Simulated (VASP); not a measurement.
# AlN (F-43m) in VASP: a series of runs, part 2 of 2

VASP 6.6.1. The steps go on from the part before.

### Step 3. Single point, LDA

This run uses another cell than the first one, of 10.14 Å³/atom, 0.995 times its volume.

INCAR reads:

```
ALGO = Normal
EDIFF = 1E-6
ENCUT = 520
ISIF = 2
ISMEAR = 0
LASPH = True
LCHARG = False
LREAL = False
LWAVE = False
NBANDS = 11
NELM = 100
PREC = Accurate
SIGMA = 0.01
```

KPOINTS reads:

```
k-points
0
Gamma
  10 10 10
```

POSCAR reads:

```
AlN
1.0
    0.0000000000      2.1643823136      2.1643823136
    2.1643823136      0.0000000000      2.1643823136
    2.1643823136      2.1643823136      0.0000000000
Al N
1 1
Direct
    0.0000000000      0.0000000000      0.0000000000
    0.2500000000      0.2500000000      0.2500000000
```

Potentials or basis: VASP PAW LDA potentials, release 64 (Al, N).

Launch:

```
$ cat potpaw_LDA.64/Al/POTCAR potpaw_LDA.64/N/POTCAR > POTCAR
$ mpirun -np 1 vasp_std > vasp.out
```

OUTCAR:

```text
EDIFF = 1E-6
   ENCUT = 520
   ISIF = 2
   ISMEAR = 0
   LASPH = True
   LREAL = False
   NELM = 100
   PREC = Accurate

 ion  position               nearest neighbor table
   1  0.000  0.000  0.000-   2 1.87   2 1.87   2 1.87   2 1.87
   2  0.250  0.250  0.250-   1 1.87   1 1.87   1 1.87   1 1.87

  LATTYP: Found a face centered cubic cell.
 ALAT       =     4.3287646272

  Lattice vectors:

 A1 = (   0.0000000000,   2.1643823136,   2.1643823136)
 A2 = (   2.1643823136,   0.0000000000,   2.1643823136)
 A3 = (   2.1643823136,   2.1643823136,   0.0000000000)

Analysis of symmetry for initial positions (statically):
=====================================================================
 Subroutine PRICEL returns:
 Original cell was already a primitive cell.

 Routine SETGRP: Setting up the symmetry group for a
 face centered cubic supercell.

 Subroutine GETGRP returns: Found 24 space group operations
 (whereof 24 operations were pure point group operations)
 out of a pool of 48 trial point group operations.

The static configuration has the point symmetry T_d .

Analysis of symmetry for dynamics (positions and initial velocities):
=====================================================================
 Subroutine PRICEL returns:
 Original cell was already a primitive cell.

 Routine SETGRP: Setting up the symmetry group for a
 face centered cubic supercell.

 Subroutine GETGRP returns: Found 24 space group operations
 (whereof 24 operations were pure point group operations)
 out of a pool of 48 trial point group operations.

The dynamic configuration has the point symmetry T_d .

 Subroutine INISYM returns: Found 24 space group operations
 (whereof 24 operations are pure point group operations),
 and found     1 'primitive' translations

----------------------------------------------------------------------------------------

                                     Primitive cell
[... 116 lines left out ...]
   GGA     = CA    functional components
   LHFCALC =     F    Hartree Fock is set to
   AEXX    =    0.0000 exact exchange contribution
   IVDW    =     0    specifies the selected vdW correction
   LEPSILON=     F    determine dielectric tensor
   LRPA    =     F    only Hartree local field effects (RPA)
 non-spin polarized calculation
 Gauss-broadening in eV      SIGMA  =   0.01
  energy-cutoff  :      520.00
  volume of cell :       20.28
 maximum number of plane-waves:       568
   NGX = 11   NGY = 11   NGZ = 11

 number of electron       8.0000000 magnetization

 Free energy of the ion-electron system (eV)
  ---------------------------------------------------
  ext. energy  EPLUGINS =         0.00000000
  ---------------------------------------------------
  free energy    TOTEN  =       -16.37337802 eV

  energy without entropy =      -16.37337802  energy(sigma->0) =      -16.37337802

 E-fermi :   6.0890     XC(G=0): -11.3847

 val. band max:        5.9670671121   @ k =   0.0000   0.0000   0.0000
 cond. band min:       9.2015361296   @ k =   0.5000   0.5000   0.0000
 fundamental gap:      3.2344690176
 Fermi energy:         6.0890193481

 k-point     1 :       0.0000    0.0000    0.0000
  band No.  band energies     occupation
      1      -9.0157      2.00000
      2       5.9671      2.00000
      3       5.9671      2.00000
      4       5.9671      2.00000
      5      10.4451      0.00000
      6      18.5678      0.00000
      7      18.5678      0.00000
      8      18.5678      0.00000
      9      23.7054      0.00000
     10      23.7054      0.00000
     11      25.1433      0.00000
[... 309 lines left out ...]
 k-point    24 :       0.4000    0.3000    0.0000
  band No.  band energies     occupation
      1      -6.8720      2.00000
      2       1.7451      2.00000
      3       4.2148      2.00000
      4       4.5254      2.00000
      5      10.8492      0.00000
      6      15.4812      0.00000
      7      18.3913      0.00000
      8      20.6295      0.00000
      9      21.1529      0.00000
     10      27.3668      0.00000
     11      29.8307      0.00000

 [... further k-points ...]

------------------------ aborting loop because EDIFF is reached ----------------------------------------

  FORCE on cell =-STRESS in cart. coord.  units (eV):
  Direction    XX          YY          ZZ          XY          YZ          ZX
  --------------------------------------------------------------------------------------
  -------------------------------------------------------------------------------------
  Total        0.3375532      0.3375532      0.3375532      0.0000000      0.0000000      0.0000000
  in kB       26.6698703     26.6698703     26.6698703      0.0000000      0.0000000      0.0000000
  external PRESSURE =      26.6698703 kB  Pullay stress =       0.0000000 kB

 VOLUME and BASIS-vectors are now :
 -----------------------------------------------------------------------------
  energy-cutoff  :      520.00
  volume of cell :       20.28
      direct lattice vectors                 reciprocal lattice vectors
     0.000000000  2.164382314  2.164382314    -0.231012791  0.231012791  0.231012791
     2.164382314  0.000000000  2.164382314     0.231012791 -0.231012791  0.231012791
     2.164382314  2.164382314  0.000000000     0.231012791  0.231012791 -0.231012791

 POSITION                                       TOTAL-FORCE (eV/Angst)
 -----------------------------------------------------------------------------------
      0.00000      0.00000      0.00000        -0.000000     -0.000000     -0.000000
      1.08219      1.08219      1.08219         0.000000      0.000000      0.000000
 -----------------------------------------------------------------------------------
    total drift:                               -0.000000     -0.000000     -0.000000

  FREE ENERGIE OF THE ION-ELECTRON SYSTEM (eV)
  ---------------------------------------------------
  free  energy   TOTEN  =       -16.3733780249 eV

  energy  without entropy=      -16.3733780249  energy(sigma->0) =      -16.37337802
```

OSZICAR:

```text
N       E                     dE             d eps       ncg     rms          rms(c)
DAV:   1     0.784128150844E+01    0.78413E+01   -0.38755E+03  1066   0.607E+02
DAV:   2    -0.182268661092E+02   -0.26068E+02   -0.25375E+02  1211   0.128E+02
DAV:   3    -0.189585707852E+02   -0.73170E+00   -0.73091E+00  1256   0.194E+01
DAV:   4    -0.189614907263E+02   -0.29199E-02   -0.29198E-02  1184   0.152E+00
DAV:   5    -0.189615154855E+02   -0.24759E-04   -0.24759E-04  1255   0.132E-01    0.880E+00
DAV:   6    -0.164472718122E+02    0.25142E+01   -0.12706E+01  1160   0.176E+01    0.299E+00
DAV:   7    -0.164027166707E+02    0.44555E-01   -0.11451E-01  1199   0.250E+00    0.199E+00
DAV:   8    -0.163739564005E+02    0.28760E-01   -0.30953E-02  1178   0.158E+00    0.402E-01
DAV:   9    -0.163733646358E+02    0.59176E-03   -0.21327E-03  1205   0.280E-01    0.188E-01
DAV:  10    -0.163733819563E+02   -0.17321E-04   -0.11996E-04  1180   0.760E-02    0.582E-02
DAV:  11    -0.163733780561E+02    0.39002E-05   -0.39558E-06  1199   0.161E-02    0.101E-02
DAV:  12    -0.163733780249E+02    0.31185E-07   -0.70421E-08   667   0.202E-03
   1 F= -.16373378E+02 E0= -.16373378E+02  d E =-.434996E-69
```

It took 29 s on 1 thread of AMD EPYC 7R13, shared host; peak memory 0.1 GiB.

Results:

```
Free energy            : -16.3734 eV
Pressure               : 2.7 GPa
Band gap on the k mesh : 3.23 eV, indirect (least direct gap 4.48 eV)
```

Levels at points of the mesh, in eV from the valence-band top:
| k point | band 1 | band 2 | band 3 | band 4 | band 5 | band 6 | band 7 | band 8 |
| --- | --- | --- | --- | --- | --- | --- | --- | --- |
| (0.00, 0.00, 0.00) | -14.98 | 0.00 | 0.00 | 0.00 | 4.48 | 12.60 | 12.60 | 12.60 |
| (0.50, 0.00, 0.00) | -12.78 | -6.02 | -0.49 | -0.49 | 7.52 | 9.95 | 11.13 | 11.13 |
| (0.50, 0.50, 0.00) | -12.09 | -5.04 | -1.82 | -1.82 | 3.23 | 8.57 | 14.12 | 15.82 |

A k mesh can miss the band edges. As with any semilocal functional, this LDA gap is likely too small.

### Step 4. Single point, LDA

This run uses another cell than the first one, of 10.05 Å³/atom, 0.986 times its volume.

INCAR reads:

```
SYSTEM = AlN
  PREC = Accurate
  ENCUT = 520
  EDIFF = 1E-6
  ISMEAR = 0
  SIGMA = 0.01
  LREAL = .FALSE.
  LASPH = .TRUE.
  NELM = 80
  ALGO = Normal
  ISIF = 2
  LWAVE = .FALSE.
  LCHARG = .TRUE.
  LELF = .TRUE.
  LVHAR = .TRUE.
  NBANDS = 11
```

KPOINTS reads:

```
Automatic mesh
0
G
  10 10 10
  0 0 0
```

POSCAR reads:

```
AlN
1.0
    0.0000000000      2.1578910847      2.1578910847
    2.1578910847      0.0000000000      2.1578910847
    2.1578910847      2.1578910847      0.0000000000
Al N
1 1
Direct
    0.0000000000      0.0000000000      0.0000000000
    0.2500000000      0.2500000000      0.2500000000
```

Launch:

```
$ cat potpaw_LDA.64/Al/POTCAR potpaw_LDA.64/N/POTCAR > POTCAR
$ mpirun -np 1 vasp_std > vasp.out
```

It took 29 s on 1 thread of AMD EPYC 7R13, shared host; peak memory 0.1 GiB.

The run converged. Its results:

```yaml
Free_energy: -16.3691 eV
Pressure: 4.7 GPa
Band_gap_on_the_k_mesh: 3.24 eV, indirect (least direct gap 4.56 eV)
```

Levels at points of the mesh, in eV from the valence-band top:
```csv
k point,band 2,band 3,band 4,band 5,band 6,band 7
"(0.00, 0.00, 0.00)",0.00,0.00,0.00,4.56,12.69,12.69
"(0.50, 0.00, 0.00)",-6.06,-0.49,-0.49,7.60,10.01,11.19
"(0.50, 0.50, 0.00)",-5.07,-1.83,-1.83,3.24,8.63,14.24
```

A k mesh can miss the band edges. A hybrid or GW would open this gap; LDA tends to underestimate it.

### Step 5. Single point, LDA

This run uses another cell than the first one, of 9.92 Å³/atom, 0.974 times its volume.

INCAR reads:

```
PREC     = Accurate       # precision mode
ENCUT    = 520            # plane-wave cutoff, eV
EDIFF    = 1E-6           # SCF threshold, eV
ISMEAR   = 0              # smearing method
SIGMA    = 0.01           # smearing width, eV
LREAL    = F              # projectors in reciprocal space
LASPH    = T              # aspherical terms in the spheres
NELM     = 100            # most SCF steps
ALGO     = Normal         # electronic algorithm
ISIF     = 2              # what is computed and relaxed
LWAVE    = F              # write WAVECAR
LCHARG   = F              # write CHGCAR
GGA      = CA             # functional
NBANDS   = 11             # bands
```

KPOINTS reads:

```
Automatic mesh
0
Gamma
  10 10 10
```

POSCAR reads:

```
AlN
1.0
    0.0000000000      2.1485821570      2.1485821570
    2.1485821570      0.0000000000      2.1485821570
    2.1485821570      2.1485821570      0.0000000000
Al N
1 1
Direct
    0.0000000000      0.0000000000      0.0000000000
    0.2500000000      0.2500000000      0.2500000000
```

Potentials or basis: VASP PAW LDA potentials, release 64 (Al, N).

Launch:

```
$ cat potpaw_LDA.64/Al/POTCAR potpaw_LDA.64/N/POTCAR > POTCAR
$ mpirun -np 1 vasp_std > vasp.out
```

OUTCAR:

```text
PREC = Accurate
   ENCUT = 520
   EDIFF = 1E-6
   ISMEAR = 0
   LREAL = F
   LASPH = T
   NELM = 100
   ISIF = 2
   GGA = CA

 ion  position               nearest neighbor table
   1  0.000  0.000  0.000-   2 1.86   2 1.86   2 1.86   2 1.86
   2  0.250  0.250  0.250-   1 1.86   1 1.86   1 1.86   1 1.86

  LATTYP: Found a face centered cubic cell.
 ALAT       =     4.2971643140

  Lattice vectors:

 A1 = (   0.0000000000,   2.1485821570,   2.1485821570)
 A2 = (   2.1485821570,   0.0000000000,   2.1485821570)
 A3 = (   2.1485821570,   2.1485821570,   0.0000000000)

Analysis of symmetry for initial positions (statically):
=====================================================================
 Subroutine PRICEL returns:
 Original cell was already a primitive cell.

 Routine SETGRP: Setting up the symmetry group for a
 face centered cubic supercell.

 Subroutine GETGRP returns: Found 24 space group operations
 (whereof 24 operations were pure point group operations)
 out of a pool of 48 trial point group operations.

The static configuration has the point symmetry T_d .

Analysis of symmetry for dynamics (positions and initial velocities):
[... 173 lines left out ...]
      6      19.0027      0.00000
      7      19.0027      0.00000
      8      19.0027      0.00000
      9      24.0961      0.00000
     10      24.0961      0.00000
     11      25.5790      0.00000
[... 309 lines left out ...]
 k-point    24 :       0.4000    0.3000    0.0000
  band No.  band energies     occupation
      1      -6.7275      2.00000
      2       1.9145      2.00000
      3       4.4062      2.00000
      4       4.7220      2.00000
      5      11.1102      0.00000
      6      15.8399      0.00000
      7      18.8820      0.00000
      8      21.0876      0.00000
      9      21.6295      0.00000
     10      27.8357      0.00000
     11      30.4198      0.00000

 [... further k-points ...]

------------------------ aborting loop because EDIFF is reached ----------------------------------------

  FORCE on cell =-STRESS in cart. coord.  units (eV):
  Direction    XX          YY          ZZ          XY          YZ          ZX
  --------------------------------------------------------------------------------------
  -------------------------------------------------------------------------------------
  Total        0.9597863      0.9597863      0.9597863      0.0000000      0.0000000      0.0000000
  in kB       77.5174056     77.5174056     77.5174056      0.0000000      0.0000000      0.0000000
  external PRESSURE =      77.5174056 kB  Pullay stress =       0.0000000 kB

 VOLUME and BASIS-vectors are now :
 -----------------------------------------------------------------------------
  energy-cutoff  :      520.00
  volume of cell :       19.84
      direct lattice vectors                 reciprocal lattice vectors
     0.000000000  2.148582157  2.148582157    -0.232711604  0.232711604  0.232711604
     2.148582157  0.000000000  2.148582157     0.232711604 -0.232711604  0.232711604
     2.148582157  2.148582157  0.000000000     0.232711604  0.232711604 -0.232711604

 POSITION                                       TOTAL-FORCE (eV/Angst)
 -----------------------------------------------------------------------------------
      0.00000      0.00000      0.00000         0.000000      0.000000     -0.000000
      1.07429      1.07429      1.07429        -0.000000     -0.000000      0.000000
 -----------------------------------------------------------------------------------
    total drift:                               -0.000000     -0.000000     -0.000000

  FREE ENERGIE OF THE ION-ELECTRON SYSTEM (eV)
  ---------------------------------------------------
  free  energy   TOTEN  =       -16.3588891228 eV

  energy  without entropy=      -16.3588891228  energy(sigma->0) =      -16.35888912
```

OSZICAR:

```text
N       E                     dE             d eps       ncg     rms          rms(c)
DAV:   1     0.764442642166E+01    0.76444E+01   -0.40476E+03  1090   0.613E+02
DAV:   2    -0.183150284436E+02   -0.25959E+02   -0.25125E+02  1206   0.129E+02
DAV:   3    -0.189954029597E+02   -0.68037E+00   -0.67974E+00  1252   0.188E+01
DAV:   4    -0.189982799150E+02   -0.28770E-02   -0.28768E-02  1187   0.148E+00
DAV:   5    -0.189983043534E+02   -0.24438E-04   -0.24438E-04  1235   0.129E-01    0.892E+00
DAV:   6    -0.164349057283E+02    0.25634E+01   -0.12674E+01  1163   0.177E+01    0.302E+00
DAV:   7    -0.163881503299E+02    0.46755E-01   -0.12232E-01  1208   0.254E+00    0.201E+00
DAV:   8    -0.163594096391E+02    0.28741E-01   -0.29669E-02  1178   0.155E+00    0.396E-01
DAV:   9    -0.163588749979E+02    0.53464E-03   -0.19710E-03  1193   0.271E-01    0.189E-01
DAV:  10    -0.163588925965E+02   -0.17599E-04   -0.10864E-04  1181   0.717E-02    0.574E-02
DAV:  11    -0.163588891419E+02    0.34546E-05   -0.35489E-06  1202   0.151E-02    0.922E-03
DAV:  12    -0.163588891228E+02    0.19066E-07   -0.57795E-08   688   0.186E-03
   1 F= -.16358889E+02 E0= -.16358889E+02  d E =-.110939E-21
```

stdout:

```text
POSCAR found type information on POSCAR AlN
 POSCAR found :  2 types and       2 ions
 scaLAPACK will be used
 LDA part: xc-table for (Slater(with rela. corr.)+CA(PZ))
 , standard interpolation
 POSCAR, INCAR and KPOINTS ok, starting setup
 FFT: planning ... GRIDC
 FFT: planning ... GRID_SOFT
 FFT: planning ... GRID
 WAVECAR not read
 entering main loop
```

Wall time 26 s (1 thread of AMD EPYC 7R13, shared host); peak memory 0.1 GiB.

What came out:

- Free energy: -16.3589 eV
- Pressure: 7.8 GPa
- Band gap on the k mesh: 3.24 eV, indirect (least direct gap 4.68 eV)

### Step 6. Overview

```tsv
cell	gap on the mesh (eV)	pressure (GPa)
a = 3.066 Å, angles 60.0°, 2 atoms	3.23	1.6
a = 3.061 Å, angles 60.0°, 2 atoms	3.23	2.7
a = 3.052 Å, angles 60.0°, 2 atoms	3.24	4.7
a = 3.039 Å, angles 60.0°, 2 atoms	3.24	7.8
```

Alike in all rows: task single point; level LDA; potentials or basis VASP PAW LDA potentials, release 64 (Al, N); no spin polarisation; k mesh 10 × 10 × 10; cutoff (eV) 520; smearing gaussian 0.01 eV.

Total energies depend on the potentials used, so only differences within one code and one set of settings carry meaning.
